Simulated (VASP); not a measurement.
Wanted: the native input for a VASP 6.6.1 run.

| Property | Result |
| --- | --- |
| Task | single point |
| Functional | PBEsol |
| Potentials or basis | VASP PAW PBE potentials, release 64 (B, N) |
| Cutoff | 600 eV |
| k mesh | 12 × 12 × 12 |
| Occupations | gaussian, width 0.02 eV |
| Spin | no spin polarisation |
| Dipole correction | no |
| Further INCAR settings | ALGO = Normal; EDIFF = 1e-06; NBANDS = 11 |

The structure of BN (pbesol) lies in POSCAR:

```
BN
1.0
    0.0000000000      1.8028425491      1.8028425491
    1.8028425491      0.0000000000      1.8028425491
    1.8028425491      1.8028425491      0.0000000000
B N
1 1
Direct
    0.0000000000      0.0000000000      0.0000000000
    0.2500000000      0.2500000000      0.2500000000
```

The input as run:

INCAR

```
SYSTEM = BN
  PREC = Accurate
  ENCUT = 600
  EDIFF = 1E-6
  ISMEAR = 0
  SIGMA = 0.02
  LREAL = .False.
  LASPH = .True.
  NELM = 120
  ALGO = Normal
  ISIF = 2
  LWAVE = .False.
  LCHARG = .False.
  GGA = PS
  NBANDS = 11
  GGA_COMPAT = .False.
```

KPOINTS

```
regular mesh
0
Gamma
  12 12 12
  0 0 0
```

Potentials or basis: VASP PAW PBE potentials, release 64 (B, N).

Run with:

```console
$ cat potpaw_PBE.64/B/POTCAR potpaw_PBE.64/N/POTCAR > POTCAR
$ mpirun -np 1 vasp_std > vasp.out
```

Results of the run:

- Pressure: 0.3 GPa
- Band gap on the k mesh: 4.28 eV, indirect (least direct gap 8.80 eV)

Caveat: the PAW data sets were made with another functional, which shifts forces and pressure a little.

It took 5.4 s on 1 thread of AMD EPYC 9R45 96-Core Processor (Zen 5), with other jobs on the host, peak memory 0.09 GiB.
